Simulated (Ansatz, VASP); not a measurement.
## HfO2 in VASP and in Ansatz

```xyz
3
Lattice="0.0000 2.5220 2.5220 2.5220 0.0000 2.5220 2.5220 2.5220 0.0000" Properties=species:S:1:pos:R:3 pbc="T T T"
Hf    0.0000    0.0000    0.0000
O     1.2610    1.2610    1.2610
O     3.7829    3.7829    3.7829
```

Alike in both runs: task single point; functional PBEsol; k mesh 8 × 8 × 8; occupations gaussian, width 0.02 eV; no spin polarisation.

```csv
,VASP,Ansatz
version,VASP 6.6.1,Ansatz 0.2.0
potentials or method,"VASP PAW PBE potentials, release 64 (Hf_pv, O), cutoff 520 eV","scalar-relativistic, plane waves, PAW"
valence electrons in the cell,22,38
```

VASP gave:

- gap on the k mesh at the Fermi level (eV): 3.71
- least direct gap on the mesh (eV): 3.71

Question: Which values does Ansatz return?

Answer: gap on the k mesh at the Fermi level (eV): 3.69; least direct gap on the mesh (eV): 3.69.

VASP's potentials were made for PBE, not for PBEsol. VASP's potentials hold 22 valence electrons a cell and Ansatz's 38, so a difference there can come from the potentials and not from the codes.

Spin-orbit coupling is off throughout.
